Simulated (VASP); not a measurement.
# HfO2: single point with PBEsol+D3(BJ)

HfO2:

```
CELL_PARAMETERS angstrom
5.18535 0.00000 0.00000
0.00000 5.25394 0.00000
-0.86996 0.00000 5.28248
ATOMIC_POSITIONS crystal
Hf 0.27550 0.46030 0.70800
Hf 0.72450 0.96030 0.79200
Hf 0.72450 0.53970 0.29200
Hf 0.27550 0.03970 0.20800
O 0.07420 0.16840 0.84670
O 0.92580 0.66840 0.65330
O 0.92580 0.83160 0.15330
O 0.07420 0.33160 0.34670
O 0.44870 0.74190 0.98010
O 0.55130 0.24190 0.51990
O 0.55130 0.25810 0.01990
O 0.44870 0.75810 0.48010
```

```yaml
Program: VASP 6.6.1
Task: single point
Functional: PBEsol
Dispersion: D3(BJ)
Potentials_or_basis: VASP PAW PBE potentials, release 64 (Hf_pv, O)
Cutoff: 520 eV
k_mesh: 5 × 5 × 5
Occupations: fermi-dirac, width 0.05 eV
Spin: no spin polarisation
```

```
Pressure                   : -15.9 GPa
Largest force              : 0.359 eV/Å
Band gap on the k mesh     : 3.93 eV (least direct gap 4.00 eV)
Dispersion energy per atom : -0.205 eV
```

Forces on the atoms (eV/Å):
```
Hf  -0.051 -0.165 -0.124
Hf   0.051 -0.165  0.124
Hf   0.051  0.165  0.124
Hf  -0.051  0.165 -0.124
O   -0.313 -0.164  0.061
O    0.313 -0.164 -0.061
O    0.313  0.164 -0.061
O   -0.313  0.164  0.061
O    0.094  0.022 -0.119
O   -0.094  0.022  0.119
O   -0.094 -0.022  0.119
O    0.094 -0.022 -0.119
```

Stress tensor (GPa, compression positive):
```
-15.91   0.00  -0.73
  0.00 -16.79   0.00
 -0.73   0.00 -15.08
```

Levels at points of the mesh, in eV from the valence-band top:
```csv
k point,band 41,band 42,band 43,band 44,band 45,band 46,band 47,band 48
"(0.00, 0.00, 0.00)",-0.56,-0.55,-0.21,0.00,4.29,4.83,5.01,5.20
```

Wall time 5.7 min on 1 thread of Intel(R) Xeon(R) Platinum 8259CL CPU @ 2.50GHz (Skylake/Cascade Lake) (shared host), peak memory 0.38 GiB.

Caveat: the cell stands under tension; the PAW data sets were made with another functional, which shifts forces and pressure a little; spin-orbit coupling is left out, which moves the levels of the heavy elements. A k mesh can miss the band edges.
